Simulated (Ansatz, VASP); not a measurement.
InAs: VASP beside Ansatz

```
In As
1.0
     0.00000    3.01800    3.01800
     3.01800    0.00000    3.01800
     3.01800    3.01800    0.00000
In As
1 1
Direct
  0.00000 0.00000 0.00000
  0.75000 0.75000 0.75000
```

Alike in both runs: task single point; functional PBEsol; dispersion D3(BJ); k mesh 8 × 8 × 8; occupations fermi-dirac, width 0.05 eV; no spin polarisation.

|  | VASP | Ansatz |
| --- | --- | --- |
| version | VASP 6.6.1 | Ansatz 0.2.0 |
| potentials or method | VASP PAW PBE potentials, release 64 (In_d, As) | Ansatz PAW |
| plane-wave cutoff (eV) | 520 | 420 |
| valence electrons in the cell | 18 | 28 |

```tsv
	VASP	Ansatz	Ansatz less VASP
gap on the k mesh at the Fermi level (eV)	none	none	-
pressure (GPa)	-0.2	-0.3	-0.10
```

VASP's potentials were made for PBE, not for PBEsol. A gap of «none» marks a metal or a gap that the smearing closes. VASP's potentials hold 18 valence electrons a cell and Ansatz's 28, so a difference there can come from the potentials and not from the codes.
